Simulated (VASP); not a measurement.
Sn:

```
Sn
1.0
     3.28163    0.00000    0.00000
    -1.09388    3.09395    0.00000
    -1.09388   -1.54698    2.67944
Sn
1
Direct
  0.00000 0.00000 0.00000
```

Base run:

- Program: VASP 6.6.1
- Functional: BLYP
- Potentials or basis: VASP PAW PBE potentials, release 64 (Sn_d)
- Cutoff: 500 eV
- k mesh: 12 × 12 × 12
- Occupations: fermi-dirac, width 0.1 eV
- Spin: no spin polarisation

Its results: band gap on the k mesh zero (band 7 reaches 16.25 eV, above the bottom of band 8 at 6.19 eV); pressure 5.3 GPa.

Problem. The run is repeated on the same cell with these changes: functional from BLYP to PBEsol. What comes out?

Solution. Band gap on the k mesh zero (band 7 reaches 15.86 eV, above the bottom of band 8 at 5.45 eV); pressure -2.2 GPa.

PBEsol binds more tightly than BLYP, so the same cell stands under less pressure.

Caveats: the PAW data sets were made with another functional, which shifts forces and pressure a little; spin-orbit coupling is left out, which moves the levels of the heavy elements.
